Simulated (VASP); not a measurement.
# SnSe (Fm-3m) in VASP: a series of runs, part 2 of 2

VASP 6.6.1.

## Step 4: Electric field gradients, PBE (volume scaled by 0.975)

Input file INCAR:

```
SYSTEM = SnSe
PREC = Accurate ; ENCUT = 400
EDIFF = 1E-8 ; ISMEAR = -1
SIGMA = 0.01 ; LREAL = .FALSE.
LASPH = .TRUE. ; NELM = 120
ALGO = Normal ; ISIF = 2
LWAVE = .FALSE. ; LCHARG = .FALSE.
GGA = PE ; LEFG = .TRUE.
NBANDS = 17 ; GGA_COMPAT = .FALSE.
```

Input file KPOINTS:

```
regular mesh
0
G
  7 7 7
  0 0 0
```

Input file POSCAR:

```
SnSe
1.0
    0.0000000000      2.9847046864      2.9847046864
    2.9847046864      0.0000000000      2.9847046864
    2.9847046864      2.9847046864      0.0000000000
Sn Se
1 1
Direct
    0.0000000000      0.0000000000      0.0000000000
    0.5000000000      0.5000000000      0.5000000000
```

Potentials or basis: VASP PAW PBE potentials, release 64 (Sn_d, Se).

Run with:

```sh
$ cat potpaw_PBE.64/Sn_d/POTCAR potpaw_PBE.64/Se/POTCAR > POTCAR
$ mpirun -np 1 vasp_std > vasp.out
```

OUTCAR:

```text
SYSTEM = SnSe
   PREC = Accurate
   ENCUT = 400
   EDIFF = 1E-8
   ISMEAR = -1
   LREAL = .FALSE.
   LASPH = .TRUE.
   NELM = 120
   ISIF = 2
   GGA = PE

 ion  position               nearest neighbor table
   1  0.000  0.000  0.000-   2 2.98   2 2.98   2 2.98   2 2.98   2 2.98   2 2.98
   2  0.500  0.500  0.500-   1 2.98   1 2.98   1 2.98   1 2.98   1 2.98   1 2.98

  LATTYP: Found a face centered cubic cell.
 ALAT       =     5.9694093728

  Lattice vectors:

 A1 = (   0.0000000000,   2.9847046864,   2.9847046864)
[... 605 lines left out ...]
  ---------------------------------------------------
  free  energy   TOTEN  =        -8.2047539324 eV

  energy  without entropy=       -8.2047539324  energy(sigma->0) =       -8.20475393

 Electric field gradients (V/A^2)
---------------------------------------------------------------------
 ion       V_xx      V_yy      V_zz      V_xy      V_xz      V_yz
---------------------------------------------------------------------
   1      -0.000    -0.000     0.000     0.002     0.002     0.002
   2      -0.000     0.000    -0.000    -0.000    -0.000    -0.000
---------------------------------------------------------------------

 Electric field gradients after diagonalization (V/A^2)
 (convention: |V_zz| > |V_xx| > |V_yy|)
----------------------------------------------------------------------
 ion       V_xx      V_yy      V_zz     asymmetry (V_yy - V_xx)/ V_zz
----------------------------------------------------------------------
   1      -0.002    -0.002     0.005       0.000
   2       0.000     0.000    -0.001       0.000
----------------------------------------------------------------------

           NMR quadrupolar parameters

 Cq : quadrupolar parameter    Cq=e*Q*V_zz/h
 eta: asymmetry parameters     (V_yy - V_xx)/ V_zz
 Q  : nuclear electric quadrupole moment in mb (millibarn)
----------------------------------------------------------------------
 ion       Cq(MHz)       eta       Q (mb)
----------------------------------------------------------------------
   1       0.000       0.000       1.000
   2      -0.000       0.000       1.000
----------------------------------------------------------------------
```

Wall time 7.9 s (1 thread of Intel Xeon 6975P-C (Granite Rapids), shared host); peak memory 0.15 GiB.

Results:

```
Free energy : -8.2048 eV
Pressure    : 2.4 GPa
```

Levels at points of the mesh, in eV from the Fermi level:
```
           k point  band 8  band 9  band 10  band 11  band 12  band 13
(0.00, 0.00, 0.00)   -2.42   -2.42    -2.42     4.25     4.25     4.25
```

Caveat: this odd mesh misses L, where the gap lies, so gap, dielectric constants and Born charges aren't listed; without QUAD_EFG the Cq values of the log hold for a quadrupole moment of 1 mb, not for the nuclei; spin-orbit coupling is left out, which moves the levels of the heavy elements.

## Step 5: Electric field gradients, PBE (volume scaled by 1.025)

Input file INCAR:

```
ALGO = Normal
EDIFF = 1E-8
ENCUT = 400
GGA = PE
GGA_COMPAT = F
ISIF = 2
ISMEAR = -1
LASPH = T
LCHARG = F
LEFG = T
LREAL = F
LWAVE = F
NBANDS = 17
NELM = 120
PREC = Accurate
SIGMA = 0.01
```

Input file KPOINTS:

```
k-points
0
Gamma
  7 7 7
```

Input file POSCAR:

```
SnSe
1.0
    0.0000000000      3.0348771612      3.0348771612
    3.0348771612      0.0000000000      3.0348771612
    3.0348771612      3.0348771612      0.0000000000
Sn Se
1 1
Direct
    0.0000000000      0.0000000000      0.0000000000
    0.5000000000      0.5000000000      0.5000000000
```

Potentials or basis: VASP PAW PBE potentials, release 64 (Sn_d, Se).

Run with:

```sh
$ cat potpaw_PBE.64/Sn_d/POTCAR potpaw_PBE.64/Se/POTCAR > POTCAR
$ mpirun -np 1 vasp_std > vasp.out
```

OUTCAR:

```text
EDIFF = 1E-8
   ENCUT = 400
   GGA = PE
   ISIF = 2
   ISMEAR = -1
   LASPH = T
   LREAL = F
   NELM = 120
   PREC = Accurate

 ion  position               nearest neighbor table
   1  0.000  0.000  0.000-   2 3.03   2 3.03   2 3.03   2 3.03   2 3.03   2 3.03
   2  0.500  0.500  0.500-   1 3.03   1 3.03   1 3.03   1 3.03   1 3.03   1 3.03

  LATTYP: Found a face centered cubic cell.
 ALAT       =     6.0697543224

  Lattice vectors:

 A1 = (   0.0000000000,   3.0348771612,   3.0348771612)
 A2 = (   3.0348771612,   0.0000000000,   3.0348771612)
 A3 = (   3.0348771612,   3.0348771612,   0.0000000000)

Analysis of symmetry for initial positions (statically):
=====================================================================
 Subroutine PRICEL returns:
 Original cell was already a primitive cell.

 Routine SETGRP: Setting up the symmetry group for a
 face centered cubic supercell.

 Subroutine GETGRP returns: Found 48 space group operations
 (whereof 48 operations were pure point group operations)
 out of a pool of 48 trial point group operations.

The static configuration has the point symmetry O_h .

Analysis of symmetry for dynamics (positions and initial velocities):
=====================================================================
 Subroutine PRICEL returns:
 Original cell was already a primitive cell.

 Routine SETGRP: Setting up the symmetry group for a
 face centered cubic supercell.

 Subroutine GETGRP returns: Found 48 space group operations
 (whereof 48 operations were pure point group operations)
 out of a pool of 48 trial point group operations.

The dynamic configuration has the point symmetry O_h .

[... 149 lines left out ...]
      1     -16.2974      2.00000
      2     -16.2974      2.00000
      3     -16.2974      2.00000
      4     -16.2943      2.00000
      5     -16.2943      2.00000
      6      -8.3828      2.00000
[... 377 lines left out ...]
      4     -16.2902      2.00000
      5     -16.2826      2.00000
      6      -7.2455      2.00000
[... 9 lines left out ...]
     16      16.7585      0.00000
     17      16.8641      0.00000

------------------------ aborting loop because EDIFF is reached ----------------------------------------

  FORCE on cell =-STRESS in cart. coord.  units (eV):
  Direction    XX          YY          ZZ          XY          YZ          ZX
  --------------------------------------------------------------------------------------
  -------------------------------------------------------------------------------------
  Total       -0.1021522     -0.1021522     -0.1021522      0.0000000      0.0000000     -0.0000000
  in kB       -2.9275549     -2.9275549     -2.9275549      0.0000000      0.0000000     -0.0000000
  external PRESSURE =      -2.9275549 kB  Pullay stress =       0.0000000 kB

 VOLUME and BASIS-vectors are now :
 -----------------------------------------------------------------------------
  energy-cutoff  :      400.00
  volume of cell :       55.91
      direct lattice vectors                 reciprocal lattice vectors
     0.000000000  3.034877161  3.034877161    -0.164751314  0.164751314  0.164751314
     3.034877161  0.000000000  3.034877161     0.164751314 -0.164751314  0.164751314
     3.034877161  3.034877161  0.000000000     0.164751314  0.164751314 -0.164751314

 POSITION                                       TOTAL-FORCE (eV/Angst)
 -----------------------------------------------------------------------------------
      0.00000      0.00000      0.00000         0.000000     -0.000000      0.000000
      3.03488      3.03488      3.03488        -0.000000      0.000000     -0.000000
 -----------------------------------------------------------------------------------
    total drift:                               -0.000000      0.000000      0.000000

  FREE ENERGIE OF THE ION-ELECTRON SYSTEM (eV)
  ---------------------------------------------------
  free  energy   TOTEN  =        -8.2223549350 eV

  energy  without entropy=       -8.2223549350  energy(sigma->0) =       -8.22235493

 Electric field gradients (V/A^2)
---------------------------------------------------------------------
 ion       V_xx      V_yy      V_zz      V_xy      V_xz      V_yz
---------------------------------------------------------------------
   1       0.000     0.000    -0.000     0.001     0.001     0.001
   2      -0.000    -0.000     0.000     0.000     0.000     0.000
---------------------------------------------------------------------

 Electric field gradients after diagonalization (V/A^2)
 (convention: |V_zz| > |V_xx| > |V_yy|)
----------------------------------------------------------------------
 ion       V_xx      V_yy      V_zz     asymmetry (V_yy - V_xx)/ V_zz
----------------------------------------------------------------------
   1      -0.001    -0.001     0.001       0.000
   2      -0.000    -0.000     0.000       0.000
----------------------------------------------------------------------

           NMR quadrupolar parameters

 Cq : quadrupolar parameter    Cq=e*Q*V_zz/h
 eta: asymmetry parameters     (V_yy - V_xx)/ V_zz
 Q  : nuclear electric quadrupole moment in mb (millibarn)
----------------------------------------------------------------------
 ion       Cq(MHz)       eta       Q (mb)
----------------------------------------------------------------------
   1       0.000       0.000       1.000
   2       0.000       0.000       1.000
----------------------------------------------------------------------
```

stdout:

```text
POSCAR found type information on POSCAR SnSe
 POSCAR found :  2 types and       2 ions
 scaLAPACK will be used
 LDA part: xc-table for (Slater+PW92), standard interpolation
 POSCAR, INCAR and KPOINTS ok, starting setup
 FFT: planning ... GRIDC
 FFT: planning ... GRID_SOFT
 FFT: planning ... GRID
 WAVECAR not read
 entering main loop
ion   1

ion   2
```

It took 8.2 s on 1 thread of Intel Xeon 6975P-C (Granite Rapids), shared host; peak memory 0.15 GiB.

Results:

```yaml
Free_energy: -8.2224 eV
Pressure: -0.3 GPa
```

Caveat: this odd mesh misses L, where the gap lies, so gap, dielectric constants and Born charges aren't listed; without QUAD_EFG the Cq values of the log hold for a quadrupole moment of 1 mb, not for the nuclei; spin-orbit coupling is left out, which moves the levels of the heavy elements.

## Step 6: Summary

```tsv
cell	cutoff (eV)	pressure (GPa)
a = 4.257 Å, angles 60.0°, 2 atoms	520	1.0
a = 4.257 Å, angles 60.0°, 2 atoms	400	0.9
a = 4.221 Å, angles 60.0°, 2 atoms	400	2.4
a = 4.292 Å, angles 60.0°, 2 atoms	400	-0.3
```

Alike in all rows: task electric field gradients; level PBE; potentials or basis VASP PAW PBE potentials, release 64 (Sn_d, Se); no spin polarisation; k mesh 7 × 7 × 7; smearing fermi-dirac 0.01 eV.

Caveats: spin-orbit coupling is left out, which moves the levels of the heavy elements.

Absolute energies hang on the potentials; compare differences alone.
